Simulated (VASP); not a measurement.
Set up this calculation in VASP 6.6.1, as the native input.

```
Task                                : relaxation of the atoms
Functional                          : PBE
Dispersion                          : D3(BJ)
Potentials or basis                 : VASP PAW PBE potentials, release 64 (Sb)
Cutoff                              : 520 eV
k mesh                              : 9 × 9 × 1
Occupations                         : gaussian, width 0.05 eV
Spin                                : no spin polarisation
Dipole correction                   : yes
Atoms held fixed (from 0)           : [1]
Further INCAR settings              : ALGO = Normal; EDIFF = 1e-06; IBRION = 2; EDIFFG = -0.003; NSW = 40
Atoms held along some axes (from 0) : atom 0 along a and b; atom 2 along a and b; atom 3 along a and b
```

The structure of Sb lies in POSCAR:

```
Sb
1.0
    4.0686848921      0.0000000000      0.0000000000
   -2.0343424461      3.5235844766      0.0000000000
    0.0000000000      0.0000000000     20.8000277116
Sb
4
Selective dynamics
Direct
    0.3333333333      0.6666666667      0.2956483879  F F T
    0.6666666667      0.3333333333      0.2163458656  F F F
    0.4444444444      1.1111111111      0.5237689668  F F T
    0.7777777778      0.7777777778      0.4444640659  F F T
```

This cell differs from its parent crystal: layers slid over each other.

One way to write it, as run:

INCAR

```
PREC = Accurate
ENCUT = 520
EDIFF = 1E-6
ISMEAR = 0
SIGMA = 0.05
LREAL = False
LASPH = True
NELM = 100
ALGO = Normal
ISIF = 2
LWAVE = False
LCHARG = False
LDIPOL = True
IDIPOL = 3
DIPOL = 0.5 0.5 0.370
GGA = PE
IVDW = 12
IBRION = 2
NSW = 40
EDIFFG = -0.003
KPAR = 2
```

KPOINTS

```
regular mesh
0
Gamma
  9 9 1
```

Potentials or basis: VASP PAW PBE potentials, release 64 (Sb).

The run is started by

```bash
$ cat potpaw_PBE.64/Sb/POTCAR > POTCAR
$ mpirun -np 2 vasp_std > vasp.out
```

It gave:

* Energy gained by relaxing: 0.3 meV/atom
* Ionic steps: 13
* Dispersion energy per atom: -0.317 eV

Caveat: the cell differs from its parent crystal (layers slid over each other).

Wall time 17 min on 2 MPI ranks on Intel(R) Xeon(R) Platinum 8259CL CPU @ 2.50GHz (Skylake/Cascade Lake) (shared host), peak memory 0.47 GiB a rank.
